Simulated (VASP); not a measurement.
# Si16B (a cell with a defect) in VASP: a series of runs, part 2 of 2

VASP 6.6.1.

### Step 3. Single point, LDA, collinear spin, zero start

INCAR

```
  PREC = Accurate
  ENCUT = 520
  EDIFF = 1E-6
  ISMEAR = -1
  SIGMA = 0.05
  LREAL = Auto
  LASPH = T
  NELM = 150
  ALGO = Normal
  ISIF = 2
  LWAVE = F
  LCHARG = F
  ISPIN = 2
  MAGMOM = 0 0 0 0 0 0 0 0 0 0 0 0 0 0 0 0 0
  LORBIT = 11
  GGA = CA
  NBANDS = 52
```

KPOINTS

```
regular mesh
0
Gamma
  2 2 2
```

POSCAR

```
Si16B
1.0
    0.0000000000      5.4300000000      5.4300000000
    5.4300000000      0.0000000000      5.4300000000
    5.4300000000      5.4300000000      0.0000000000
Si B
16 1
Direct
    0.0371639042      0.0199079190     -0.0234254144
    0.1253775322      0.1148066298      0.1514732965
    0.0034530387     -0.0333241252      0.5049447514
    0.1339318600      0.1604696133      0.5678729282
    0.0512891344      0.4619889503      0.0201657459
    0.0780386740      0.6683701657      0.1417034991
   -0.0568876611      0.5189871087      0.5210128913
    0.1477532228      0.6070902394      0.6490791897
    0.5207182320     -0.0457826888      0.1263904236
    0.6514732965      0.2168876611      0.0772191529
    0.5032320442      0.0327163904      0.4068232044
    0.6503959484      0.0286648250      0.6484069982
    0.4741436464      0.5795580110     -0.0534438306
    0.6829834254      0.5541620626      0.1512154696
    0.5091712707      0.4408839779      0.4864088398
    0.6135911602      0.6460036832      0.5362430939
    0.5478821363      0.8203867403      0.9178453039
```

Potentials or basis: VASP PAW LDA potentials, release 64 (Si, B).

The run is started by

```bash
cat potpaw_LDA.64/Si/POTCAR potpaw_LDA.64/B/POTCAR > POTCAR
mpirun -np 1 vasp_std > vasp.out
```

Run time: 9.8 min. Hardware: 1 thread of Intel Xeon Platinum 8375C at 2.90GHz (Ice Lake), shared host; peak memory 0.48 GiB.

It converged, with:

```
Free energy                                           : -95.5466 eV
Pressure                                              : -1.2 GPa
Largest force                                         : 3.072 eV/Å
Net moment                                            : 0.00 μB per cell
Valence electrons inside the program's atomic spheres : Si 1.67, 1.73, 1.74, 1.65, 1.69, 1.70, 1.61, 1.63, 1.71, 1.68 (each value once); B 1.79
```

Forces on the atoms (eV/Å):
```
Si  -0.180 -2.030  0.604
Si  -1.823  1.445  0.367
Si   1.191  1.082  0.869
Si   0.203  0.710 -1.561
Si   1.124 -1.002  1.110
Si  -0.920  1.188 -0.166
Si  -0.456  1.955  2.325
Si  -1.160 -0.918 -1.097
Si  -1.018 -1.421 -0.329
Si  -1.426 -0.118  1.100
Si   1.408  1.918 -1.134
Si   0.302 -1.551 -0.221
Si   0.795 -0.917  0.396
Si  -1.050 -2.175  1.680
Si   0.839  1.311 -2.123
Si   1.825 -0.597 -0.957
B    0.347  1.119 -0.864
```

Stress tensor (GPa, compression positive):
```
-0.87 -0.24 -2.62
-0.24 -2.10 -0.21
-2.62 -0.21 -0.63
```

Levels at points of the mesh, in eV from the Fermi level:
Spin up:
```tsv
k point	band 30	band 31	band 32	band 33	band 34	band 35	band 36	band 37
(0.00, 0.00, 0.00)	-1.06	-0.88	-0.75	-0.64	-0.46	0.02	0.13	0.24
(0.50, 0.00, 0.00)	-1.44	-1.24	-0.75	-0.48	0.19	0.35	0.58	0.77
(0.00, 0.50, 0.00)	-1.48	-1.17	-0.95	-0.93	-0.39	0.59	0.71	1.01
(0.00, 0.00, 0.50)	-1.56	-1.33	-0.97	-0.47	-0.05	0.30	0.41	0.85
(0.50, 0.50, 0.50)	-1.53	-1.11	-0.91	-0.48	0.03	0.21	0.53	0.74
(0.50, 0.50, 0.00)	-1.53	-1.36	-1.07	-0.85	0.01	0.53	1.00	1.28
(0.00, 0.50, 0.50)	-1.60	-1.39	-1.27	-0.08	0.24	0.64	0.87	1.20
(0.50, 0.00, 0.50)	-1.65	-1.37	-1.23	-0.22	0.11	0.45	0.89	1.00
```
Spin down:
| k point | band 29 | band 30 | band 31 | band 32 | band 33 | band 34 | band 35 | band 36 | band 37 | band 38 |
| --- | --- | --- | --- | --- | --- | --- | --- | --- | --- | --- |
| (0.00, 0.00, 0.00) | -1.22 | -1.06 | -0.88 | -0.75 | -0.64 | -0.46 | 0.02 | 0.13 | 0.24 | 0.47 |
| (0.50, 0.00, 0.00) | -1.98 | -1.44 | -1.24 | -0.75 | -0.48 | 0.19 | 0.35 | 0.58 | 0.77 | 1.10 |
| (0.00, 0.50, 0.00) | -1.94 | -1.48 | -1.17 | -0.95 | -0.93 | -0.39 | 0.59 | 0.71 | 1.01 | 1.34 |
| (0.00, 0.00, 0.50) | -1.73 | -1.56 | -1.33 | -0.97 | -0.47 | -0.05 | 0.30 | 0.41 | 0.85 | 0.94 |
| (0.50, 0.50, 0.50) | -1.86 | -1.53 | -1.11 | -0.91 | -0.48 | 0.03 | 0.21 | 0.53 | 0.74 | 1.01 |
| (0.50, 0.50, 0.00) | -1.99 | -1.53 | -1.36 | -1.07 | -0.85 | 0.01 | 0.53 | 1.00 | 1.28 | 1.44 |
| (0.00, 0.50, 0.50) | -2.09 | -1.60 | -1.39 | -1.27 | -0.08 | 0.24 | 0.64 | 0.87 | 1.20 | 1.36 |
| (0.50, 0.00, 0.50) | -1.80 | -1.65 | -1.37 | -1.23 | -0.22 | 0.11 | 0.45 | 0.89 | 1.00 | 1.44 |

Caveat: the k points lie up to 0.50 Å⁻¹ apart; no moment was typed at the start, so none could form.

### Step 4. Single point, LDA, collinear spin, zero start

INCAR

```
SYSTEM = Si16B
ALGO = Normal
EDIFF = 1E-6
ENCUT = 520
ISIF = 2
ISMEAR = -1
ISPIN = 2
LASPH = .True.
LCHARG = .False.
LORBIT = 11
LREAL = Auto
LWAVE = .False.
MAGMOM = 0 0 0 0 0 0 0 0 0 0 0 0 0 0 0 0 0
NBANDS = 52
NELM = 150
PREC = Accurate
SIGMA = 0.05
```

KPOINTS

```
k-points
0
Gamma
  2 2 2
  0 0 0
```

POSCAR

```
Si16B
1.0
    0.0000000000      5.4300000000      5.4300000000
    5.4300000000      0.0000000000      5.4300000000
    5.4300000000      5.4300000000      0.0000000000
Si B
16 1
Direct
    0.0007734807      0.0164640884     -0.0255985267
    0.1818876611      0.0872283610      0.1164364641
    0.0044843462     -0.0260865562      0.4994383057
    0.1965285451      0.1067311234      0.5552762431
    0.0256906077      0.4696869245      0.0179742173
    0.1093922652      0.6571823204      0.1372928177
   -0.0237753223      0.4787476980      0.4653591160
    0.0936372007      0.6121086556      0.6381860037
    0.5196500921     -0.0517863720      0.1588766114
    0.6383885820      0.2411141805      0.1114825046
    0.5801657459      0.0003683241      0.4341252302
    0.6555248619      0.0564456722      0.6961325967
    0.4642909761      0.6426335175     -0.0848434622
    0.6404419890      0.5785635359      0.1266298343
    0.4630570902      0.4619521179      0.4863351750
    0.6205432781      0.6103222836      0.5635082873
    0.4313167587      0.8975046041      0.9581860037
```

The run is started by

```bash
cat potpaw_LDA.64/Si/POTCAR potpaw_LDA.64/B/POTCAR > POTCAR
mpirun -np 1 vasp_std > vasp.out
```

Run time: 11 min. Hardware: 1 thread of Intel Xeon Platinum 8375C at 2.90GHz (Ice Lake), shared host; peak memory 0.47 GiB.

Results (log left out):

| Quantity | Value |
| --- | --- |
| Free energy | -94.7773 eV |
| Pressure | -3.3 GPa |
| Largest force | 3.413 eV/Å |
| Net moment | 0.00 μB per cell |
| Valence electrons inside the program's atomic spheres | Si 1.62, 1.68, 1.69, 1.61, 1.63, 1.74, 1.72, 1.67, 1.60, 1.66, 1.65 (each value once); B 1.81 |

Forces in eV/Å, atoms in the order of the input:
```
Si   0.414 -1.041  1.344
Si   1.113 -0.889 -0.990
Si  -0.524  0.726  1.479
Si   0.924  0.070 -1.243
Si   0.053 -0.755  0.575
Si  -1.984 -1.551  0.413
Si   1.053  3.244 -0.126
Si  -1.035  0.047 -1.108
Si  -0.170  0.229  0.480
Si  -1.398 -0.931  0.982
Si   1.228  1.151 -1.602
Si   0.739 -2.293 -1.030
Si  -0.647 -0.350 -0.666
Si   0.234  0.927  0.670
Si   0.358  1.656 -0.285
Si   1.032 -1.061 -0.313
B   -1.392  0.821  1.419
```

Stress tensor (GPa, compression positive):
```
-4.03 -0.05 -2.54
-0.05 -3.26 -0.72
-2.54 -0.72 -2.56
```

Levels at points of the mesh, in eV from the Fermi level:
Spin up:
```csv
k point,band 29,band 30,band 31,band 32,band 33,band 34,band 35,band 36,band 37,band 38
"(0.00, 0.00, 0.00)",-0.94,-0.79,-0.59,-0.48,-0.25,-0.22,0.13,0.33,0.49,0.76
"(0.50, 0.00, 0.00)",-1.81,-1.12,-1.07,-0.32,-0.24,0.33,0.40,0.64,0.95,1.27
"(0.00, 0.50, 0.00)",-1.69,-1.14,-0.92,-0.53,-0.33,-0.02,0.59,0.69,0.89,1.20
"(0.00, 0.00, 0.50)",-1.50,-1.32,-0.88,-0.52,-0.19,-0.14,0.45,0.58,0.94,1.13
"(0.50, 0.50, 0.50)",-1.60,-1.14,-0.88,-0.67,-0.22,0.03,0.21,0.60,0.84,1.11
"(0.50, 0.50, 0.00)",-1.54,-1.29,-1.05,-0.73,-0.64,0.11,0.52,1.08,1.38,1.68
"(0.00, 0.50, 0.50)",-1.60,-1.58,-1.09,-0.93,-0.09,-0.03,0.54,1.17,1.38,1.59
"(0.50, 0.00, 0.50)",-1.67,-1.22,-1.03,-0.98,-0.30,0.00,0.28,1.09,1.27,1.61
```
Spin down:
```csv
k point,band 31,band 32,band 33,band 34,band 35,band 36
"(0.00, 0.00, 0.00)",-0.59,-0.48,-0.25,-0.22,0.13,0.33
"(0.50, 0.00, 0.00)",-1.07,-0.32,-0.24,0.33,0.40,0.64
"(0.00, 0.50, 0.00)",-0.92,-0.53,-0.33,-0.02,0.59,0.69
"(0.00, 0.00, 0.50)",-0.88,-0.52,-0.19,-0.14,0.45,0.58
"(0.50, 0.50, 0.50)",-0.88,-0.67,-0.22,0.03,0.21,0.60
"(0.50, 0.50, 0.00)",-1.05,-0.73,-0.64,0.11,0.52,1.08
"(0.00, 0.50, 0.50)",-1.09,-0.93,-0.09,-0.03,0.54,1.17
"(0.50, 0.00, 0.50)",-1.03,-0.98,-0.30,0.00,0.28,1.09
```

Caveat: the k points lie up to 0.50 Å⁻¹ apart; no moment was typed at the start, so none could form.

### Step 5. Summary

```csv
cell,gap on the mesh (eV),pressure (GPa),moment (μB),largest force (eV/Å)
"as given, atomic positions A",none,-1.8,0.00,2.45
"as given, atomic positions B",none,-1.2,0.00,3.07
"as given, atomic positions C",none,-3.3,0.00,3.41
```

Alike in all rows: task single point; level LDA; potentials or basis VASP PAW LDA potentials, release 64 (Si, B); spin collinear, zero start; k mesh 2 × 2 × 2; cutoff (eV) 520; smearing fermi-dirac 0.05 eV.

Caveats: all runs use coarse meshes; no moment was typed at the start, so none could form.

Total energies depend on the potentials used, so only differences within one code and one set of settings carry meaning.
